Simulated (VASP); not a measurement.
# AlN (P1) in VASP: a series of runs, part 2 of 2

VASP 6.6.1. Earlier steps stand in the parts before.

## 4. Single point, PBEsol

Input file INCAR:

```
SYSTEM = AlN
ALGO     = Normal         ! electronic algorithm
EDIFF    = 1E-6           ! SCF threshold, eV
ENCUT    = 520            ! plane-wave cutoff, eV
GGA      = PS             ! functional
ISIF     = 2              ! what is computed and relaxed
ISMEAR   = -1             ! smearing method
LASPH    = .TRUE.         ! aspherical terms in the spheres
LCHARG   = .TRUE.         ! write CHGCAR
LELF     = .TRUE.         ! ELF
LREAL    = Auto         
LVHAR    = .TRUE.       
LWAVE    = .FALSE.        ! write WAVECAR
NBANDS   = 66             ! bands
NELM     = 100            ! most SCF steps
PREC     = Accurate       ! precision mode
SIGMA    = 0.112          ! smearing width, eV
```

Input file KPOINTS:

```
k-points
0
G
  4 4 2
  0 0 0
```

Input file POSCAR:

```
AlN
1.0
    0.0000000000      4.0377368908      4.0377368908
    4.0377368908      0.0000000000      4.0377368908
    6.0566053362      6.0566053362      0.0000000000
Al N
12 12
Direct
    0.0032238356      0.0001557803     -0.0032320085
    0.0145023070     -0.0644733689      0.3339802394
   -0.0208649058      0.0238425639      0.6684328556
   -0.0287579412      0.4970145540      0.0010060091
   -0.0176250959      0.4807525979      0.3386587678
    0.0336138792      0.4969568484      0.6604075679
    0.5219888163     -0.0140391763      0.0065866105
    0.4888510701     -0.0171427713      0.3282725041
    0.5151136778     -0.0131054849      0.6680133962
    0.4922225132      0.4688505099      0.0184456463
    0.4788608204      0.4674212439      0.3402906225
    0.4843139989      0.4888970117      0.6926689568
    0.2475869595      0.2283858570      0.1748704004
    0.2365718782      0.2319945616      0.5073827383
    0.2669797535      0.2475361885      0.8283275402
    0.2356030187      0.7050045798      0.1813459750
    0.2653288287      0.7382553843      0.4980243606
    0.2626008154      0.7521220630      0.8267373755
    0.7591397317      0.2065732668      0.1700577209
    0.7470064498      0.2104955134      0.5066812727
    0.7385087440      0.2513507015      0.8209849782
    0.7328705609      0.7214394050      0.1752560124
    0.7559537886      0.7246223761      0.5059054256
    0.7370180575      0.7235134629      0.8543832251
```

Potentials or basis: VASP PAW PBE potentials, release 64 (Al, N).

Run with:

```
cat potpaw_PBE.64/Al/POTCAR potpaw_PBE.64/N/POTCAR > POTCAR
mpirun -np 1 vasp_std > vasp.out
```

OUTCAR:

```text
SYSTEM = AlN
   EDIFF = 1E-6
   ENCUT = 520
   GGA = PS
   ISIF = 2
   ISMEAR = -1
   LASPH = .TRUE.
   LREAL = Auto
   NELM = 100
   PREC = Accurate

 ion  position               nearest neighbor table
   1  0.003  0.000  0.997-  19 1.89  18 2.03  15 2.06  16 2.07  21 2.13  22 2.22   7 2.75   2 2.75
                             4 2.77  10 2.80   3 2.82   6 2.86   9 2.87   8 2.89  10 2.92   4 2.95
   2  0.015  0.936  0.334-  16 1.86  23 1.90  19 2.03  17 2.03  13 2.13  20 2.16  11 2.66   6 2.67
                             5 2.67   1 2.75   8 2.83   7 2.87   9 2.87   8 2.90   4 3.04   3 3.04
   3  0.979  0.024  0.668-  21 1.84  14 1.89  20 1.94  18 2.11  17 2.19  24 2.20   5 2.72  12 2.75
                             7 2.76   9 2.76   1 2.82   6 2.83   6 2.90   8 2.92   4 2.93   9 2.96
   4  0.971  0.497  0.001-  24 1.83  22 1.96  19 2.04  15 2.07  13 2.17  18 2.21   7 2.69  10 2.75
                             6 2.76   1 2.77  12 2.79  11 2.86   5 2.88   3 2.93   1 2.95  10 2.97
   5  0.982  0.481  0.339-  16 1.93  22 2.00  23 2.00  13 2.01  20 2.04  14 2.05   2 2.67   3 2.72
                            11 2.80  10 2.83   8 2.84   8 2.87   4 2.88  11 2.91  12 2.94   1 2.95
   6  0.034  0.497  0.660-  17 1.91  15 1.96  14 2.02  23 2.07  24 2.11  21 2.19  11 2.66   2 2.67
                            12 2.70   4 2.76   9 2.83   3 2.83   1 2.86   9 2.88   3 2.90   5 2.96
[... 1535 lines left out ...]
     60      18.0991      0.00000
 [bands above 60 left out]

------------------------ aborting loop because EDIFF is reached ----------------------------------------

  FORCE on cell =-STRESS in cart. coord.  units (eV):
  Direction    XX          YY          ZZ          XY          YZ          ZX
  --------------------------------------------------------------------------------------
  -------------------------------------------------------------------------------------
  Total        8.9746725      9.3684418     11.5105655      0.2078179     -0.6337472     -0.1631428
  in kB       72.8104790     76.0050838     93.3838854      1.6860025     -5.1415180     -1.3235583
  external PRESSURE =      80.7331494 kB  Pullay stress =       0.0000000 kB

 VOLUME and BASIS-vectors are now :
 -----------------------------------------------------------------------------
  energy-cutoff  :      520.00
  volume of cell :      197.49
      direct lattice vectors                 reciprocal lattice vectors
     0.000000000  4.037736891  4.037736891    -0.123831744  0.123831744  0.123831744
     4.037736891  0.000000000  4.037736891     0.123831744 -0.123831744  0.123831744
     6.056605336  6.056605336  0.000000000     0.082554496  0.082554496 -0.082554496

 POSITION                                       TOTAL-FORCE (eV/Angst)
 -----------------------------------------------------------------------------------
      6.03766      6.05005      0.01365        -1.761352      0.540991     -0.002189
      5.80020      2.08134      3.83597         3.126843     -0.495341      1.080504
      4.14470      8.00192      4.04976        -2.423851      0.803561     -0.349628
      2.01291      3.92771      5.92843        -0.233699      2.429178      0.646919
      3.99228      6.01769      5.90772        -0.007848      0.152067     -1.382812
      6.00641      4.13555      2.14231         0.367795     -1.249620     -1.663421
[... 16 lines left out ...]
      5.98990      6.11641      5.97818        -0.049087     -0.147800     -0.275819
      8.09602      8.15055      5.89724        -0.578693     -0.950085      1.060412
 -----------------------------------------------------------------------------------
    total drift:                               -0.007870     -0.004234      0.004844

  FREE ENERGIE OF THE ION-ELECTRON SYSTEM (eV)
  ---------------------------------------------------
  free  energy   TOTEN  =      -182.4601172080 eV

  energy  without entropy=     -182.4601172016  energy(sigma->0) =     -182.46011720
```

OSZICAR:

```text
N       E                     dE             d eps       ncg     rms          rms(c)
DAV:   1     0.381578876095E+03    0.38158E+03   -0.46034E+04  2640   0.134E+03
DAV:   2    -0.171464268733E+03   -0.55304E+03   -0.52926E+03  3330   0.275E+02
DAV:   3    -0.202764777033E+03   -0.31301E+02   -0.31109E+02  3280   0.712E+01
DAV:   4    -0.203120364630E+03   -0.35559E+00   -0.35450E+00  3232   0.798E+00
DAV:   5    -0.203126333292E+03   -0.59687E-02   -0.59640E-02  3160   0.990E-01    0.261E+01
DAV:   6    -0.182965238888E+03    0.20161E+02   -0.72666E+01  3112   0.281E+01    0.959E+00
DAV:   7    -0.182646154519E+03    0.31908E+00   -0.30124E+00  3208   0.628E+00    0.647E+00
DAV:   8    -0.182474180368E+03    0.17197E+00   -0.26630E-01  3174   0.227E+00    0.799E-01
DAV:   9    -0.182460159250E+03    0.14021E-01   -0.52863E-02  3296   0.865E-01    0.487E-01
DAV:  10    -0.182460380425E+03   -0.22118E-03   -0.10039E-02  3130   0.395E-01    0.227E-01
DAV:  11    -0.182460100370E+03    0.28005E-03   -0.18314E-03  3376   0.216E-01    0.100E-01
DAV:  12    -0.182460123840E+03   -0.23470E-04   -0.36936E-04  3156   0.843E-02    0.299E-02
DAV:  13    -0.182460119388E+03    0.44519E-05   -0.43290E-05  3192   0.302E-02    0.187E-02
DAV:  14    -0.182460118076E+03    0.13122E-05   -0.79880E-06  3048   0.131E-02    0.959E-03
DAV:  15    -0.182460117208E+03    0.86818E-06   -0.28025E-06  2130   0.722E-03
   1 F= -.18246012E+03 E0= -.18246012E+03  d E =-.639918E-08
```

It took 8.7 min on 1 thread of Intel Xeon Platinum 8488C (Sapphire Rapids), shared host; peak memory 0.39 GiB.

Results:

```
Free energy            : -182.4601 eV
Pressure               : 8.1 GPa
Largest force          : 4.248 eV/Å
Band gap on the k mesh : 4.13 eV (least direct gap 4.20 eV)
```

Forces on the atoms (eV/Å):
```
Al  -1.761  0.541 -0.002
Al   3.127 -0.495  1.081
Al  -2.424  0.804 -0.350
Al  -0.234  2.429  0.647
Al  -0.008  0.152 -1.383
Al   0.368 -1.250 -1.663
Al  -0.327 -1.914 -1.137
Al   0.861  2.061 -0.459
Al  -0.682 -0.259 -1.442
Al  -0.210 -1.634  1.011
Al   0.047  1.920  1.046
Al  -1.160 -2.269  2.339
N   -1.006 -1.020 -0.132
N   -0.192  0.195  1.308
N    0.826 -0.175 -2.603
N   -0.384 -0.455  1.634
N   -0.153 -0.292 -1.608
N    1.751 -0.182 -1.716
N    0.789 -0.808  0.412
N    0.118 -0.590  1.740
N    1.559  3.941 -0.287
N   -0.279  0.397  0.780
N   -0.049 -0.148 -0.276
N   -0.579 -0.950  1.060
```

Stress tensor (GPa, compression positive):
```
 7.28  0.17 -0.13
 0.17  7.60 -0.51
-0.13 -0.51  9.34
```

Caveat: the k points lie up to 0.45 Å⁻¹ apart; the atoms stand as in a frame of molecular dynamics; the structure was generated, so it needn't be the stable form of AlN; the PAW data sets were made with another functional, which shifts forces and pressure a little. A k mesh can miss the band edges.

## 5. Overview

```csv
cell,gap on the mesh (eV),pressure (GPa),largest force (eV/Å)
"as given, atomic positions A",4.27,6.8,4.26
"as given, atomic positions B",4.36,7.0,3.35
"as given, atomic positions C",4.13,8.1,4.25
```

Alike in all rows: task single point; level PBEsol; potentials or basis VASP PAW PBE potentials, release 64 (Al, N); no spin polarisation; k mesh 4 × 4 × 2; cutoff (eV) 520; smearing fermi-dirac 0.112 eV.

Caveats: all runs use coarse meshes; the atoms stand as in a frame of molecular dynamics; the structure was generated, so it needn't be the stable form of AlN; the PAW data sets were made with another functional, which shifts forces and pressure a little.

Total energies depend on the potentials used, so only differences within one code and one set of settings carry meaning.
